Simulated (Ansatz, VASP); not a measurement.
# One calculation of TiSi2, two programs

Contents of INCAR:

```
SYSTEM = TiSi2
ALGO = Normal
EDIFF = 1E-7
ENCUT = 520
GGA = PE
ISIF = 2
ISMEAR = 1
LASPH = .TRUE.
LCHARG = .FALSE.
LREAL = .FALSE.
LWAVE = .FALSE.
NBANDS = 17
NELM = 60
PREC = Accurate
SIGMA = 0.043
```

The input KPOINTS:

```
k-points
0
G
  6 6 6
  0 0 0
```

The input POSCAR:

```
TiSi2
1.0
   -1.4728720000      1.7121300000      4.2120830000
    1.4728720000     -1.7121300000      4.2120830000
    1.4728720000      1.7121300000     -4.2120830000
Ti Si
1 2
Direct
    0.0000000000      0.0000000000      0.0000000000
    0.3299220000      0.3299220000      0.0000000000
    0.6700780000      0.6700780000      0.0000000000
```

Input for Ansatz:

```yaml
crystal:
  lattice:
    - [-1.472872, 1.71213, 4.212083]
    - [1.472872, -1.71213, 4.212083]
    - [1.472872, 1.71213, -4.212083]
  atoms:
    - { symbol: Ti, position: [0.0, 0.0, 0.0] }
    - { symbol: Si, position: [0.329922, 0.329922, 0.0] }
    - { symbol: Si, position: [0.670078, 0.670078, 0.0] }
basis:
  ecutwfc: 420
kpoints:
  mp_grid: { grid: [6, 6, 6] }
hamiltonian:
  xc: pbe
scf:
  occupations: { method: methfessel_paxton, width: 0.043 }
output:
  forces: true
  stress: true
  eigenvalues: true
```

Alike in both runs: task single point; functional PBE; k mesh 6 × 6 × 6; occupations methfessel-paxton of order 1, width 0.043 eV; no spin polarisation.

|  | VASP | Ansatz |
| --- | --- | --- |
| version | VASP 6.6.1 | Ansatz 0.2.0 |
| potentials or method | VASP PAW PBE potentials, release 64 (Ti_sv, Si), cutoff 520 eV | scalar-relativistic, plane waves, PAW |
| valence electrons in the cell | 20 | 20 |

|  | VASP | Ansatz | Ansatz less VASP |
| --- | --- | --- | --- |
| gap on the k mesh at the Fermi level (eV) | none | none | - |
| pressure (GPa) | 0.4 | 0.4 | +0.04 |
| traceless stress, the component that is largest in VASP (GPa) | 2.44 | 2.44 | +0.002 |
| rms of the force components (eV/Å) | 0.085 | 0.085 | -0.0003 |

Atom by atom the forces differ by 0.000 eV/Å (rms over components). A gap of «none» marks a metal or a gap that the smearing closes.

The k mesh is coarse, so the values compare programs but aren't converged.
